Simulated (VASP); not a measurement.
# SnSe (P4mm) in VASP: a series of runs

SnSe is run at these levels: PBEsol; tasks: single point.

All numbers are computed with VASP 6.6.1; they aren't measurements. Logs are shortened: lines on timing, memory, paths and dates and some standing lists are left out, and cuts for length are marked.

**1. The cell of the first run**

It takes space group P4mm (No. 99, tetragonal). The conventional cell has a = 5.946 Å, b = 5.946 Å, c = 5.946 Å, α = 90.00°, β = 90.00°, γ = 90.00°. Sn (site symmetry 2mm) has 6 Se at 2.97 Å within 3.9 Å. Within 3.9 Å of Sn (site symmetry 4mm) lie 6 Se at 2.95 to 2.99 Å. Within 3.9 Å of Sn (site symmetry 4mm) lie 6 Se at 2.97 Å. Se (site symmetry 4mm) has 6 Sn at 2.95 to 2.99 Å within 3.9 Å. Within 3.9 Å of Se (site symmetry 4mm) lie 6 Sn at 2.97 Å. Se (site symmetry 2mm) has 6 Sn at 2.97 Å within 3.9 Å.

**2. Single point, PBEsol (atom 5 (Se) moved -0.020 Å along Cartesian [0 0 1])**

The input, INCAR:

```
PREC = Accurate
ENCUT = 520
EDIFF = 1E-6
ISMEAR = 0
SIGMA = 0.05
LREAL = F
LASPH = T
NELM = 100
ALGO = Normal
ISIF = 2
LWAVE = F
LCHARG = F
GGA = PS
NBANDS = 50
```

The input, KPOINTS:

```
Automatic mesh
0
Gamma
  6 6 6
```

The input, POSCAR:

```
SnSe
1.0
    5.9455093302      0.0000000000      0.0000000000
    0.0000000000     -5.9455093302      0.0000000000
    0.0000000000      0.0000000000     -5.9455093302
Sn Se
4 4
Direct
    0.0000000000      0.0000000000      0.0000000000
    0.5000000000      0.5000000000      0.0000000000
    0.5000000000      0.0000000000      0.5000000000
    0.0000000000      0.5000000000      0.5000000000
    0.5000000000      0.0000000000      0.0033638834
    0.0000000000      0.5000000000      0.0000000000
    0.0000000000      0.0000000000      0.5000000000
    0.5000000000      0.5000000000      0.5000000000
```

Potentials or basis: VASP PAW PBE potentials, release 64 (Sn_d, Se).

Started as:

```
$ cat potpaw_PBE.64/Sn_d/POTCAR potpaw_PBE.64/Se/POTCAR > POTCAR
$ mpirun -np 1 vasp_std > vasp.out
```

OUTCAR:

```text
PREC = Accurate
   ENCUT = 520
   EDIFF = 1E-6
   ISMEAR = 0
   LREAL = F
   LASPH = T
   NELM = 100
   ISIF = 2
   GGA = PS

 ion  position               nearest neighbor table
   1  0.000  0.000  0.000-   6 2.97   7 2.97   7 2.97   6 2.97   5 2.97   5 2.97
   2  0.500  0.500  0.000-   6 2.97   8 2.97   8 2.97   6 2.97   5 2.97   5 2.97
   3  0.500  0.000  0.500-   5 2.95   7 2.97   8 2.97   8 2.97   7 2.97   5 2.99
   4  0.000  0.500  0.500-   6 2.97   7 2.97   8 2.97   6 2.97   7 2.97   8 2.97
   5  0.500  0.000  0.003-   3 2.95   2 2.97   1 2.97   2 2.97   1 2.97   3 2.99
   6  0.000  0.500  0.000-   1 2.97   2 2.97   4 2.97   4 2.97   1 2.97   2 2.97
   7  0.000  0.000  0.500-   1 2.97   3 2.97   4 2.97   1 2.97   4 2.97   3 2.97
   8  0.500  0.500  0.500-   2 2.97   3 2.97   4 2.97   2 2.97   3 2.97   4 2.97

  LATTYP: Found a simple cubic cell.
 ALAT       =     5.9455093302

  Lattice vectors:

 A1 = (   5.9455093302,   0.0000000000,   0.0000000000)
 A2 = (   0.0000000000,  -5.9455093302,   0.0000000000)
 A3 = (   0.0000000000,   0.0000000000,  -5.9455093302)

Analysis of symmetry for initial positions (statically):
=====================================================================
 Subroutine PRICEL returns:
 Original cell was already a primitive cell.

 Routine SETGRP: Setting up the symmetry group for a
 simple cubic supercell.

 Subroutine GETGRP returns: Found  8 space group operations
 (whereof  4 operations were pure point group operations)
 out of a pool of 48 trial point group operations.

The static configuration has the point symmetry C_2v.
 The point group associated with its full space group is C_4v.

Analysis of symmetry for dynamics (positions and initial velocities):
=====================================================================
 Subroutine PRICEL returns:
 Original cell was already a primitive cell.

 Routine SETGRP: Setting up the symmetry group for a
 simple cubic supercell.

 Subroutine GETGRP returns: Found  8 space group operations
 (whereof  4 operations were pure point group operations)
 out of a pool of 48 trial point group operations.

The dynamic configuration has the point symmetry C_2v.
 The point group associated with its full space group is C_4v.

 Subroutine INISYM returns: Found  8 space group operations
 (whereof  4 operations are pure point group operations),
 and found     1 'primitive' translations

----------------------------------------------------------------------------------------

                                     Primitive cell

  volume of cell :     210.1683

  direct lattice vectors                    reciprocal lattice vectors
     5.945509330  0.000000000  0.000000000     0.168194169  0.000000000  0.000000000
     0.000000000 -5.945509330  0.000000000     0.000000000 -0.168194169  0.000000000
     0.000000000  0.000000000 -5.945509330     0.000000000  0.000000000 -0.168194169

  length of vectors
     5.945509330  5.945509330  5.945509330     0.168194169  0.168194169  0.168194169

  position of ions in fractional coordinates (direct lattice)
     0.000000000  0.000000000  0.000000000
     0.500000000  0.500000000  0.000000000
     0.500000000  0.000000000  0.500000000
     0.000000000  0.500000000  0.500000000
     0.500000000  0.000000000  0.003363883
     0.000000000  0.500000000  0.000000000
     0.000000000  0.000000000  0.500000000
     0.500000000  0.500000000  0.500000000

  ion indices of the primitive-cell ions
   primitive index   ion index
                 1           1
                 2           2
                 3           3
                 4           4
                 5           5
                 6           6
                 7           7
                 8           8

----------------------------------------------------------------------------------------

 KPOINTS: Automatic mesh

Automatic generation of k-mesh.
 Grid dimensions read from file:
 generate k-points for:    6    6    6

 Generating k-lattice:

  Cartesian coordinates                     Fractional coordinates (reciprocal lattice)
     0.028032361  0.000000000  0.000000000     0.166666667  0.000000000  0.000000000
     0.000000000 -0.028032361  0.000000000     0.000000000  0.166666667  0.000000000
     0.000000000  0.000000000 -0.028032361     0.000000000  0.000000000  0.166666667

  Length of vectors
     0.028032361  0.028032361  0.028032361

  Shift w.r.t. Gamma in fractional coordinates (k-lattice)
     0.000000000  0.000000000  0.000000000

 Subroutine IBZKPT returns following result:
 ===========================================

 Found     40 irreducible k-points:

 Following reciprocal coordinates:
            Coordinates               Weight
  0.000000  0.000000  0.000000      1.000000
  0.166667  0.000000  0.000000      4.000000
  0.000000  0.000000  0.166667      2.000000
  0.333333  0.000000  0.000000      4.000000
  0.000000  0.000000  0.333333      2.000000
  0.500000  0.000000  0.000000      2.000000
[... 16 lines left out ...]
  0.166667  0.166667  0.166667      8.000000
  0.333333  0.166667  0.166667     16.000000
 [... further k-points ...]
   k-points           NKPTS =     40   k-points in BZ     NKDIM =     40   number of bands    NBANDS=     50
   number of dos      NEDOS =    301   number of ions     NIONS =      8
   total plane-waves  NPLWV = 110592
   dimension x,y,z NGX =    48 NGY =   48 NGZ =   48
   dimension x,y,z NGXF=    96 NGYF=   96 NGZF=   96
   ions per type =               4   4
   NGX,Y,Z   is equivalent  to a cutoff of  13.42, 13.42, 13.42 a.u.
   NGXF,Y,Z  is equivalent  to a cutoff of  26.84, 26.84, 26.84 a.u.
 SYSTEM =  unknown system
   PREC   = accura    normal or accurate (medium, high low for compatibility)
   ISTART =      0    job   : 0-new  1-cont  2-samecut
   ICHARG =      2    charge: 1-file 2-atom 10-const
   ISPIN  =      1    spin polarized calculation?
   LNONCOLLINEAR =      F non collinear calculations
   LSORBIT =      F    spin-orbit coupling
   LASPH  =      T    aspherical Exc in radial PAW
   ENCUT  =  520.0 eV  38.22 Ry    6.18 a.u.  11.05 11.05 11.05*2*pi/ulx,y,z
   NELM   =    100;   NELMIN=  2; NELMDL= -5     # of ELM steps
   EDIFF  = 0.1E-05   stopping-criterion for ELM
   LREAL  =      F    real-space projection
   EDIFFG = 0.1E-04   stopping-criterion for IOM
   NSW    =      0    number of steps for IOM
   IBRION =     -1    ionic relax: 0-MD 1-quasi-New 2-CG
   NFREE  =      0    steps in history (QN), initial steepest desc. (CG)
   ISIF   =      2    stress and relaxation
   ISYM   =      2    0-nonsym 1-usesym 2-fastsym
   POTIM  = 0.5000    time-step for ionic-motion
   TEBEG  =    0.0;   TEEND  =   0.0 temperature during run
   PSTRESS=    0.0 pullay stress
   NELECT =      80.0000    total number of electrons
   NUPDOWN=      -1.0000    fix difference up-down
   EMIN   =  10.00;   EMAX   =-10.00  energy-range for DOS
   EFERMI =   0.00;   METHOD = LEGACY
   ISMEAR =     0;   SIGMA  =   0.05  broadening in eV -4-tet -1-fermi 0-gaus
   EFERMI_NEDOS =   21; number of points for ismear=-14 and -15
   IALGO  =     38    algorithm
   IMIX   =      4    mixing-type and parameters
     AMIX     =   0.40;   BMIX     =  1.00
     AMIX_MAG =   1.60;   BMIX_MAG =  1.00
  volume/ion in A,a.u.               =      26.27       177.29
  Fermi-wavevector in a.u.,A,eV,Ry     =   1.186449  2.242064 19.152396  1.407661
  Thomas-Fermi vector in A             =   2.322622
   LORBIT       =      0    0 simple, 1 ext, 2 COOP (PROOUT), +10 PAW based schemes
   GGA     = PS    functional components
   LHFCALC =     F    Hartree Fock is set to
   AEXX    =    0.0000 exact exchange contribution
   IVDW    =     0    specifies the selected vdW correction
   LEPSILON=     F    determine dielectric tensor
   LRPA    =     F    only Hartree local field effects (RPA)
 non-spin polarized calculation
 Gauss-broadening in eV      SIGMA  =   0.05
  energy-cutoff  :      520.00
  volume of cell :      210.17
 maximum number of plane-waves:      5695
 NGX is ok and might be reduce to    48
   NGX = 23   NGY = 23   NGZ = 23

 number of electron      79.9999972 magnetization

 Free energy of the ion-electron system (eV)
  ---------------------------------------------------
  ext. energy  EPLUGINS =         0.00000000
  ---------------------------------------------------
  free energy    TOTEN  =       -35.90669602 eV

  energy without entropy =      -35.90669586  energy(sigma->0) =      -35.90669594

 E-fermi :   6.0117     XC(G=0):  -9.9436

 val. band max:        5.8560390895   @ k =   0.3333   0.5000   0.5000
 cond. band min:       6.1659310110   @ k =   0.3333   0.5000   0.5000
 fundamental gap:      0.3098919215
 Fermi energy:         6.0116808605

 k-point     1 :       0.0000    0.0000    0.0000
  band No.  band energies     occupation
      1     -15.6462      2.00000
      2     -15.6461      2.00000
      3     -15.6460      2.00000
      4     -15.6174      2.00000
      5     -15.6174      2.00000
      6     -15.6174      2.00000
[... 42 lines left out ...]
     49      11.4031      0.00000
     50      11.4051      0.00000

 k-point     2 :       0.1667    0.0000    0.0000
  band No.  band energies     occupation
      1     -15.6437      2.00000
      2     -15.6436      2.00000
      3     -15.6429      2.00000
      4     -15.6168      2.00000
      5     -15.6155      2.00000
      6     -15.6155      2.00000
[... 42 lines left out ...]
     49      11.1099      0.00000
     50      11.2417      0.00000

 k-point     3 :       0.0000    0.0000    0.1667
  band No.  band energies     occupation
      1     -15.6438      2.00000
      2     -15.6436      2.00000
      3     -15.6429      2.00000
      4     -15.6169      2.00000
      5     -15.6155      2.00000
      6     -15.6155      2.00000
[... 42 lines left out ...]
     49      11.1178      0.00000
     50      11.2341      0.00000

 k-point     4 :       0.3333    0.0000    0.0000
  band No.  band energies     occupation
      1     -15.6383      2.00000
      2     -15.6381      2.00000
      3     -15.6347      2.00000
      4     -15.6167      2.00000
      5     -15.6154      2.00000
      6     -15.6114      2.00000
[... 999 lines left out ...]
 k-point    23 :       0.1667    0.1667    0.1667
  band No.  band energies     occupation
      1     -15.6388      2.00000
      2     -15.6386      2.00000
      3     -15.6385      2.00000
      4     -15.6133      2.00000
      5     -15.6133      2.00000
      6     -15.6133      2.00000
[... 42 lines left out ...]
     49      10.2279      0.00000
     50      10.4802      0.00000

 k-point    24 :       0.3333    0.1667    0.1667
  band No.  band energies     occupation
      1     -15.6339      2.00000
      2     -15.6338      2.00000
      3     -15.6315      2.00000
      4     -15.6164      2.00000
      5     -15.6121      2.00000
      6     -15.6121      2.00000
[... 42 lines left out ...]
     49       9.7627      0.00000
     50       9.8077      0.00000

 [... further k-points ...]
[... 5 lines left out ...]
  --------------------------------------------------------------------------------------
  -------------------------------------------------------------------------------------
  Total        0.1522686      0.1522686      0.1583123      0.0000000      0.0000000      0.0000000
  in kB        1.1607901      1.1607901      1.2068634      0.0000000      0.0000000      0.0000000
  external PRESSURE =       1.1761478 kB  Pullay stress =       0.0000000 kB

 VOLUME and BASIS-vectors are now :
 -----------------------------------------------------------------------------
  energy-cutoff  :      520.00
  volume of cell :      210.17
      direct lattice vectors                 reciprocal lattice vectors
     5.945509330  0.000000000  0.000000000     0.168194169  0.000000000  0.000000000
     0.000000000 -5.945509330  0.000000000     0.000000000 -0.168194169  0.000000000
     0.000000000  0.000000000 -5.945509330     0.000000000  0.000000000 -0.168194169

 POSITION                                       TOTAL-FORCE (eV/Angst)
 -----------------------------------------------------------------------------------
      0.00000      0.00000      0.00000         0.000000      0.000000     -0.002857
      2.97275     -2.97275      0.00000         0.000000      0.000000     -0.002857
      2.97275      0.00000     -2.97275         0.000000      0.000000     -0.003273
      0.00000     -2.97275     -2.97275         0.000000      0.000000      0.002636
      2.97275      0.00000     -0.02000         0.000000      0.000000      0.023683
      0.00000     -2.97275      0.00000         0.000000      0.000000     -0.001981
      0.00000      0.00000     -2.97275         0.000000      0.000000     -0.007676
      2.97275     -2.97275     -2.97275         0.000000      0.000000     -0.007676
 -----------------------------------------------------------------------------------
    total drift:                                0.000000     -0.000000     -0.000021

  FREE ENERGIE OF THE ION-ELECTRON SYSTEM (eV)
  ---------------------------------------------------
  free  energy   TOTEN  =       -35.9066960223 eV

  energy  without entropy=      -35.9066958615  energy(sigma->0) =      -35.90669594
```

Wall time 2.9 min (1 thread of AMD EPYC 9R45 (Zen 5), shared host); peak memory 0.5 GiB.

What came out:

| Quantity | Value |
| --- | --- |
| Free energy | -35.9067 eV |
| Pressure | 0.1 GPa |
| Largest force | 0.024 eV/Å |
| Band gap on the k mesh | 0.31 eV |

Forces in eV/Å, atoms in the order of the input:
```
Sn   0.000  0.000 -0.003
Sn   0.000  0.000 -0.003
Sn   0.000  0.000 -0.003
Sn   0.000  0.000  0.003
Se   0.000  0.000  0.024
Se   0.000  0.000 -0.002
Se   0.000  0.000 -0.008
Se   0.000  0.000 -0.008
```

Caveat: the cell differs from its parent crystal (atom 5 (Se) moved -0.020 Å along Cartesian [0 0 1]); the PAW data sets were made with another functional, which shifts forces and pressure a little; spin-orbit coupling is left out, which moves the levels of the heavy elements. A k mesh can miss the band edges.

**3. Single point, PBEsol (atom 5 (Se) moved +0.090 Å along Cartesian [0 0 1])**

The input, INCAR:

```
SYSTEM = SnSe
PREC     = Accurate       ! precision mode
ENCUT    = 520            ! plane-wave cutoff, eV
EDIFF    = 1E-6           ! SCF threshold, eV
ISMEAR   = 0              ! smearing method
SIGMA    = 0.05           ! smearing width, eV
LREAL    = .FALSE.        ! projectors in reciprocal space
LASPH    = .TRUE.         ! aspherical terms in the spheres
NELM     = 60             ! most SCF steps
ALGO     = Normal         ! electronic algorithm
ISIF     = 2              ! what is computed and relaxed
LWAVE    = .FALSE.        ! write WAVECAR
LCHARG   = .TRUE.         ! write CHGCAR
GGA      = PS             ! functional
LELF     = .TRUE.         ! ELF
LVHAR    = .TRUE.       
NBANDS   = 50             ! bands
```

The input, KPOINTS:

```
Automatic mesh
0
G
  6 6 6
  0 0 0
```

Changes to POSCAR since step 2:

```diff
@@ -12,3 +12,3 @@
     0.0000000000      0.5000000000      0.5000000000
-    0.5000000000      0.0000000000      0.0033638834
+    0.5000000000      0.0000000000     -0.0151374752
     0.0000000000      0.5000000000      0.0000000000
```

Potentials or basis: VASP PAW PBE potentials, release 64 (Sn_d, Se).

Started as:

```
$ cat potpaw_PBE.64/Sn_d/POTCAR potpaw_PBE.64/Se/POTCAR > POTCAR
$ mpirun -np 1 vasp_std > vasp.out
```

It took 2.9 min on 1 thread of AMD EPYC 9R45 (Zen 5), shared host; peak memory 0.49 GiB.

It converged, with:

| Property | Result |
| --- | --- |
| Free energy | -35.9019 eV |
| Pressure | 0.2 GPa |
| Largest force | 0.119 eV/Å |
| Band gap on the k mesh | 0.25 eV |

Forces in eV/Å, atoms in the order of the input:
```
Sn   0.000  0.000  0.013
Sn   0.000  0.000  0.013
Sn   0.000  0.000  0.026
Sn   0.000  0.000 -0.011
Se   0.000  0.000 -0.119
Se   0.000  0.000  0.009
Se   0.000  0.000  0.034
Se   0.000  0.000  0.034
```

Stress tensor (GPa, compression positive):
```
0.12 0.00 0.00
0.00 0.12 0.00
0.00 0.00 0.22
```

Levels at points of the mesh, in eV from the valence-band top:
```tsv
k point	band 36	band 37	band 38	band 39	band 40	band 41	band 42	band 43	band 44	band 45
(0.00, 0.00, 0.00)	-3.84	-3.84	-2.31	-2.31	-2.31	2.76	2.76	2.77	4.40	4.40
(0.50, 0.00, 0.00)	-3.15	-1.77	-1.76	-0.82	-0.81	1.46	1.46	2.16	2.16	3.65
(0.00, 0.00, 0.50)	-3.13	-1.85	-1.69	-0.81	-0.80	1.44	1.45	2.06	2.30	3.68
(0.50, 0.50, 0.00)	-2.20	-0.64	-0.64	-0.64	-0.63	1.21	1.21	1.21	1.21	1.70
(0.00, 0.50, 0.50)	-2.14	-0.71	-0.68	-0.58	-0.57	1.12	1.13	1.25	1.29	1.64
(0.50, 0.50, 0.50)	-2.05	-0.14	-0.14	-0.13	-0.13	0.67	0.68	0.68	0.69	1.16
```

Caveat: the cell differs from its parent crystal (atom 5 (Se) moved +0.090 Å along Cartesian [0 0 1]); the PAW data sets were made with another functional, which shifts forces and pressure a little; spin-orbit coupling is left out, which moves the levels of the heavy elements. A k mesh can miss the band edges.
